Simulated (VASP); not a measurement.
Ag, 5 atoms in the cell. The cell holds a slab with vacuum, 5 atoms: a = 2.933 Å, b = 4.148 Å, c = 21.867 Å, α = 90.00°, β = 90.00°, γ = 90.00°. 

| Item | Value |
| --- | --- |
| Program | VASP 6.6.1 |
| Task | single point |
| Functional | PBE |
| Potentials or basis | VASP PAW PBE potentials, release 64 (Ag) |
| Cutoff | 520 eV |
| k mesh | 14 × 10 × 1 |
| Occupations | fermi-dirac, width 0.08 eV |
| Spin | no spin polarisation |
| Dipole correction | yes |
| Further INCAR settings | ALGO = Normal; EDIFF = 1e-06; NBANDS = 36 |

Potentials or basis: VASP PAW PBE potentials, release 64 (Ag).

The run is started by

```sh
$ cat potpaw_PBE.64/Ag/POTCAR > POTCAR
$ mpirun -np 1 vasp_std > vasp.out
```

Hardware: 1 thread of Intel(R) Xeon(R) 6975P-C (Granite Rapids), with other jobs on the host.

Problem. How long does it take, and how much memory?

Solution. Run time: 6.9 min on 1 thread of Intel(R) Xeon(R) 6975P-C (Granite Rapids) (shared host), peak memory 0.54 GiB. Counts: scf iterations 21, k points 48.
